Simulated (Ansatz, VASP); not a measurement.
# Two plane-wave programs on Sb

```xyz
2
Lattice="3.1224 0.0000 0.0000 0.0000 4.3475 0.0000 -0.0389 0.0000 4.4059" Properties=species:S:1:pos:R:3 pbc="T T T"
Sb    3.0573    3.2606    3.3433
Sb   -0.0082    1.0782    1.0978
```

Alike in both runs: task single point; functional PBE; k mesh 12 × 8 × 8; occupations gaussian, width 0.05 eV; no spin polarisation.

|  | VASP | Ansatz |
| --- | --- | --- |
| version | VASP 6.6.1 | Ansatz 0.2.0 |
| potentials or method | VASP PAW PBE potentials, release 64 (Sb), cutoff 520 eV | scalar-relativistic, plane waves, PAW |
| valence electrons in the cell | 10 | 30 |

Ansatz gave:

| Quantity | Value |
| --- | --- |
| gap on the k mesh at the Fermi level (eV) | none |
| pressure (GPa) | 0.2 |
| traceless stress, the component that is largest in VASP (GPa) | -1.40 |
| rms of the force components (eV/Å) | 0.033 |

Q: Estimate VASP's values.

A: gap on the k mesh at the Fermi level (eV): none; pressure (GPa): 0.2; traceless stress, the component that is largest in VASP (GPa): -1.40; rms of the force components (eV/Å): 0.035.

Atom by atom the forces differ by 0.002 eV/Å (rms over components). A gap of «none» marks a metal or a gap that the smearing closes. VASP's potentials hold 10 valence electrons a cell and Ansatz's 30, so a difference there can come from the potentials and not from the codes.

Spin-orbit coupling is off throughout.
